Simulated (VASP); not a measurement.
BaZn2H6: relaxation of cell and atoms with PBE

Crystal: BaZn2H6.

```
Ba Zn H
1.0
     0.00000    4.64959    4.64959
     4.64959    0.00000    4.64959
     4.64959    4.64959    0.00000
Ba Zn H
1 2 6
Direct
  0.50000 0.50000 0.50000
  0.25000 0.25000 0.25000
  0.75000 0.75000 0.75000
  0.15914 0.84086 0.84086
  0.84086 0.15914 0.15914
  0.84086 0.15914 0.84086
  0.15914 0.84086 0.15914
  0.84086 0.84086 0.15914
  0.15914 0.15914 0.84086
```

The cell was built from a structure type or drawn by symmetry, and may not be a known phase.

```json
{
 "Program": "VASP 6.6.1",
 "Task": "relaxation of cell and atoms",
 "Functional": "PBE",
 "Potentials or basis": "VASP PAW PBE potentials, release 64 (Ba_sv, Zn, H)",
 "Cutoff": "600 eV",
 "k mesh": "4 × 4 × 4",
 "Occupations": "gaussian, width 0.1 eV",
 "Spin": "no spin polarisation",
 "Dipole correction": "no",
 "Further INCAR settings": "ALGO = Normal; EDIFF = 1e-06; IBRION = 2; EDIFFG = -0.04; NSW = 90; ISIF = 3"
}
```

| Property | Result |
| --- | --- |
| Relaxed volume | 13.00 Å³/atom |
| Relaxed cell | a = 5.489 Å, b = 5.489 Å, c = 5.489 Å, α = 60.00°, β = 60.00°, γ = 60.00° |
| Space group after relaxing (to 0.1 Å) | Fm-3m (No. 225) |
| Pressure after relaxing | 0.0 GPa |
| Largest force after relaxing | 0.019 eV/Å |
| Band gap on the k mesh | zero (bands 20 and 21 overlap by 0.03 eV) |

Forces on the atoms (eV/Å):
```
Ba   0.000  0.000  0.000
Zn   0.000  0.000  0.000
Zn   0.000  0.000  0.000
H    0.019  0.000  0.000
H   -0.019  0.000  0.000
H    0.000  0.019  0.000
H    0.000 -0.019  0.000
H    0.000  0.000  0.019
H    0.000  0.000 -0.019
```

Final structure:
```
Ba Zn H
1.0
     0.00000    3.88155    3.88155
     3.88155    0.00000    3.88155
     3.88155    3.88155    0.00000
Ba Zn H
1 2 6
Direct
  0.50000 0.50000 0.50000
  0.25000 0.25000 0.25000
  0.75000 0.75000 0.75000
  0.12225 0.87775 0.87775
  0.87775 0.12225 0.12225
  0.87775 0.12225 0.87775
  0.12225 0.87775 0.12225
  0.87775 0.87775 0.12225
  0.12225 0.12225 0.87775
```

Levels at points of the mesh, in eV from the Fermi level:
```tsv
k point	band 16	band 17	band 18	band 19	band 20	band 21	band 22	band 23	band 24	band 25
(0.00, 0.00, 0.00)	-3.58	-1.72	-1.72	-1.72	-0.87	-0.04	-0.04	-0.04	1.47	1.47
(0.50, 0.00, 0.00)	-4.70	-2.47	-2.47	-2.33	-0.01	1.88	1.88	2.31	2.31	3.64
(0.50, 0.50, 0.00)	-4.00	-2.88	-2.32	-2.32	-0.10	0.78	2.03	2.68	2.75	3.86
```

Wall time 7.9 min on 1 thread of Intel(R) Xeon(R) 6975P-C (Granite Rapids) (shared host), peak memory 0.5 GiB.

Caveat: the volume moved by over 15 % at a fixed basis, so the end points are rough; spin-orbit coupling is left out, which moves the levels of the heavy elements.
